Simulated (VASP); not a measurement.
Input of a VASP 6.6.1 run:

Contents of INCAR:

```
SYSTEM = Ti5Al2C3
ALGO     = Normal         ! electronic algorithm
EDIFF    = 1E-6           ! SCF threshold, eV
ENCUT    = 520            ! plane-wave cutoff, eV
GGA      = PS             ! functional
GGA_COMPAT= .FALSE.      
ISIF     = 2              ! what is computed and relaxed
ISMEAR   = -1             ! smearing method
ISYM     = -1           
LASPH    = .TRUE.         ! aspherical terms in the spheres
LCHARG   = .TRUE.         ! write CHGCAR
LELF     = .TRUE.         ! ELF
LREAL    = Auto         
LVHAR    = .TRUE.       
LWAVE    = .FALSE.        ! write WAVECAR
NBANDS   = 94             ! bands
NELM     = 120            ! most SCF steps
PREC     = Accurate       ! precision mode
SIGMA    = 0.1448         ! smearing width, eV
```

Contents of KPOINTS:

```
explicit points
1
Reciprocal
  0.25000000   0.25000000   0.25000000 1
```

The input POSCAR:

```
Ti5Al2C3
1.0
    6.5014610000     -0.0292500000      0.0858630000
   -0.0292500000      6.6734590000      0.0542490000
    0.0858630000      0.0542490000      6.9054160000
Ti Al C
10 4 6
Direct
    0.4804588923      0.4061213038      0.7784761531
    0.3444001673      0.2342948319      0.1329195096
    0.5836351105      0.6293441097      0.4431641844
    0.2440415974      0.7310599226      0.4273036681
    0.9789988680      0.0000506807      0.1553116381
    0.0318432078      0.6119201721     -0.0001247153
    0.7132794656      0.3722625358      0.0741885521
    0.9485436030      0.8074871063      0.6911796237
    0.6164311713      0.8230569114      0.0127202121
    0.9207756061      0.3156423006      0.7275292560
   -0.0531747987      0.4708395698      0.3576853548
    0.3264243918     -0.1489963305      0.7723979445
    0.1870904235      0.1341519691      0.4976631741
    0.6063426916      0.0793844472      0.4270248267
    0.7834796748      0.0623854278      0.8876142636
    0.0397107402      0.3083858818      0.1160390179
    0.7322042316      0.5794394093      0.8417635867
    0.3112505161      0.8892503464      0.0956579813
    0.4284243067      0.8654164486      0.2696680731
    0.4463781224      0.3696070039      0.4626329283
```

Potentials or basis: VASP PAW PBE potentials, release 64 (Ti_sv, Al, C).

Launch:

```bash
$ cat potpaw_PBE.64/Ti_sv/POTCAR potpaw_PBE.64/Al/POTCAR potpaw_PBE.64/C/POTCAR > POTCAR
$ mpirun -np 1 vasp_std > vasp.out
```

**Question.** Predict the pressure.

**Answer.** -6.7 GPa.

**Question.** Estimate the largest force.

**Answer.** 3.799 eV/Å.

Forces on the atoms (eV/Å):
```
Ti  -1.125  0.182 -1.268
Ti  -1.074 -0.789  0.825
Ti   3.041  0.492  0.058
Ti  -2.895 -1.614  0.826
Ti   0.076  1.045 -0.354
Ti   1.419 -0.324  0.532
Ti   0.483 -1.917  0.214
Ti  -3.366  1.754 -0.162
Ti   1.579 -0.214  0.167
Ti  -0.620 -0.228  1.965
Al   0.386 -0.480  0.375
Al   0.143  0.397  1.001
Al   0.165  0.761  0.360
Al   0.771  0.081  0.158
C    0.335  0.380 -0.403
C   -0.323  0.084 -0.921
C    1.545  0.221 -0.366
C   -2.274  0.560 -0.200
C    2.792  1.250 -2.119
C   -1.057 -1.639 -0.688
```

Caveat: the atoms stand as in a frame of molecular dynamics; the PAW data sets were made with another functional, which shifts forces and pressure a little.
